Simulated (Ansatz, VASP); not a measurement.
# TiC in VASP and in Ansatz

The input INCAR:

```
SYSTEM = TiC
PREC = Accurate
ENCUT = 520
EDIFF = 1E-6
ISMEAR = -1
SIGMA = 0.08
LREAL = .FALSE.
LASPH = .TRUE.
NELM = 80
ALGO = Normal
ISIF = 2
LWAVE = .FALSE.
LCHARG = .FALSE.
GGA = PS
NBANDS = 15
```

Contents of KPOINTS:

```
Automatic mesh
0
G
  17 17 17
  0 0 0
```

File POSCAR:

```
TiC
1.0
    0.0000000000      2.1467176245      2.1467176245
    2.1467176245      0.0000000000      2.1467176245
    2.1467176245      2.1467176245      0.0000000000
Ti C
1 1
Direct
    0.0000000000      0.0000000000      0.0000000000
    0.5000000000      0.5000000000      0.5000000000
```

Input for Ansatz:

```yaml
crystal:
  lattice:
    - [0.0, 2.1467176245, 2.1467176245]
    - [2.1467176245, 0.0, 2.1467176245]
    - [2.1467176245, 2.1467176245, 0.0]
  atoms:
    - { symbol: Ti, position: [0.0, 0.0, 0.0] }
    - { symbol: C, position: [0.5, 0.5, 0.5] }
kpoints:
  mp_grid: { grid: [17, 17, 17] }
  band_path:
    path:
      - [0.0, 0.0, 0.0]
      - [0.5, 0.0, 0.5]
      - [0.625, 0.25, 0.625]
      - [0.375, 0.375, 0.75]
      - [0.0, 0.0, 0.0]
      - [0.5, 0.5, 0.5]
      - [0.5, 0.25, 0.75]
      - [0.5, 0.0, 0.5]
    npoints: 14
scf:
  occupations: { method: fermi_dirac, width: 0.08 }
hamiltonian:
  xc: pbesol
  pseudopotentials: { kind: all_electron, lapw: { basis_error: 0.001 } }
output:
  forces: true
  stress: true
  eigenvalues: true
  populations: true
  dos: { projected: true, de: 0.2, e_range: [-14, 8] }
```

Alike in both runs: task single point; functional PBEsol; k mesh 17 × 17 × 17; occupations fermi-dirac, width 0.08 eV; no spin polarisation.

```csv
,VASP,Ansatz
version,VASP 6.6.1,Ansatz 0.2.0
potentials or method,"VASP PAW PBE potentials, release 64 (Ti_sv, C), cutoff 520 eV","all-electron LAPW, scalar-relativistic"
```

|  | VASP | Ansatz | Ansatz less VASP |
| --- | --- | --- | --- |
| pressure (GPa) | 0.3 | 0.0 | -0.31 |

VASP's potentials were made for PBE, not for PBEsol. Ansatz ran all-electron here, and VASP with PAW potentials.
